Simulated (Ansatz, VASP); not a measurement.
**Two plane-wave programs on EuO**

```
Eu O
1.0
     0.00000    2.62236    2.62236
     2.62236    0.00000    2.62236
     2.62236    2.62236    0.00000
Eu O
1 1
Direct
  0.00000 0.00000 0.00000
  0.50000 0.50000 0.50000
```

Alike in both runs: task single point; functional PBE; k mesh 10 × 10 × 10; occupations gaussian, width 0.05 eV; collinear spin; Hubbard terms Eu f U = 6.0 eV.

|  | VASP | Ansatz |
| --- | --- | --- |
| version | VASP 6.6.1 | Ansatz 0.2.0 |
| potentials or method | VASP PAW PBE potentials, release 64 (Eu, O), cutoff 600 eV | scalar-relativistic, plane waves, PAW |
| valence electrons in the cell | 23 | 23 |

Ansatz gave:

| Quantity | Value |
| --- | --- |
| gap on the k mesh at the Fermi level (eV) | 0.59 |
| least direct gap on the mesh (eV) | 0.82 |
| pressure (GPa) | -3.1 |
| net moment per atom (μB) | 3.50 |
| size of the moment on the site where the two differ most (μB) | 6.78 |

Task: Which values does VASP return?

Result: gap on the k mesh at the Fermi level (eV): 0.26; least direct gap on the mesh (eV): 0.41; pressure (GPa): -3.4; net moment per atom (μB): 3.50; size of the moment on the site where the two differ most (μB): 6.73.

Site moments also hang on the region over which each program counts them. The programs project onto different local orbitals, so the same U acts differently, and such runs can settle in different states.

Spin-orbit coupling is off throughout.
